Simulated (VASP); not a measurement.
Input of a VASP 6.6.1 run:

The input INCAR:

```
SYSTEM = YAu
PREC = Accurate
ENCUT = 520
EDIFF = 1E-6
ISMEAR = 1
SIGMA = 0.1
LREAL = .False.
LASPH = .True.
NELM = 150
ALGO = Normal
ISIF = 2
LWAVE = .False.
LCHARG = .False.
MAGMOM = 0 0 0 0 0 0
LORBIT = 11
LSORBIT = .True.
GGA_COMPAT = .False.
LORBMOM = .True.
LMAXMIX = 4
GGA = PS
NBANDS = 34
```

KPOINTS

```
regular mesh
0
Gamma
  9 9 9
  0 0 0
```

Contents of POSCAR:

```
YAu
1.0
    3.5590000000      0.0000000000      0.0000000000
    0.0000000000      3.5590000000      0.0000000000
    0.0000000000      0.0000000000      3.5590000000
Y Au
1 1
Direct
    0.5000000000      0.5000000000      0.5000000000
    0.0000000000      0.0000000000      0.0000000000
```

Potentials or basis: VASP PAW PBE potentials, release 64 (Y_sv, Au).

Command:

```sh
$ cat potpaw_PBE.64/Y_sv/POTCAR potpaw_PBE.64/Au/POTCAR > POTCAR
$ mpirun -np 1 vasp_ncl > vasp.out
```

Q: Estimate the pressure.

A: -1.5 GPa.

Q: What does it give for the net moment?

A: 0.00 μB per cell.

Moments on the atoms (μB; x, y, z):
```
Y   0.00 0.00 0.00
Au  0.00 0.00 0.00
```

Caveat: the PAW data sets were made with another functional, which shifts forces and pressure a little.
